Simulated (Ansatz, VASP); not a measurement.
## Two plane-wave programs on C

Contents of INCAR:

```
SYSTEM = C
  PREC = Accurate
  ENCUT = 520
  EDIFF = 1E-7
  ISMEAR = 0
  SIGMA = 0.1
  LREAL = .False.
  LASPH = .True.
  NELM = 60
  ALGO = Normal
  ISIF = 2
  LWAVE = .False.
  LCHARG = .False.
  GGA = PS
  NBANDS = 16
```

The input KPOINTS:

```
regular mesh
0
Gamma
  16 16 6
  0 0 0
```

File POSCAR:

```
C
1.0
    2.4709374099      0.0322828845     -0.0855607588
   -1.2075109069      2.1560318690     -0.0855645236
   -0.2352056000     -0.4074000000      6.7330319000
C
4
Direct
   -0.0408361156      0.0378834940      0.0103231490
    0.0378834940     -0.0408361156      0.5103231490
    0.3155450043      0.6874076172     -0.0053231490
    0.6874076172      0.3155450043      0.4946768510
```

Input for Ansatz:

```yaml
crystal:
  lattice:
    - [2.4709374099, 0.0322828845, -0.0855607588]
    - [-1.2075109069, 2.156031869, -0.0855645236]
    - [-0.2352056, -0.4074, 6.7330319]
  atoms:
    - { symbol: C, position: [-0.0408361156, 0.037883494, 0.010323149] }
    - { symbol: C, position: [0.037883494, -0.0408361156, 0.510323149] }
    - { symbol: C, position: [0.3155450043, 0.6874076172, -0.005323149] }
    - { symbol: C, position: [0.6874076172, 0.3155450043, 0.494676851] }
basis:
  ecutwfc: 420
kpoints:
  mp_grid: { grid: [16, 16, 6] }
hamiltonian:
  xc: pbesol
scf:
  occupations: { method: gaussian, width: 0.1 }
output:
  forces: true
  stress: true
  eigenvalues: true
  populations: true
```

Alike in both runs: task single point; functional PBEsol; k mesh 16 × 16 × 6; occupations gaussian, width 0.1 eV; no spin polarisation.

```csv
,VASP,Ansatz
version,VASP 6.6.1,Ansatz 0.2.0
potentials or method,"VASP PAW PBE potentials, release 64 (C), cutoff 520 eV","scalar-relativistic, plane waves, PAW"
valence electrons in the cell,16,16
```

```csv
,VASP,Ansatz,Ansatz less VASP
gap on the k mesh at the Fermi level (eV),0.13,0.13,0.000
least direct gap on the mesh (eV),0.19,0.19,0.000
pressure (GPa),-8.8,-9.4,-0.60
"traceless stress, the component that is largest in VASP (GPa)",8.63,9.28,+0.645
rms of the force components (eV/Å),2.411,2.410,-0.0008
```

VASP's potentials were made for PBE, not for PBEsol. Atom by atom the forces differ by 0.005 eV/Å (rms over components). Ansatz's warnings: structure snapped to symmetry.
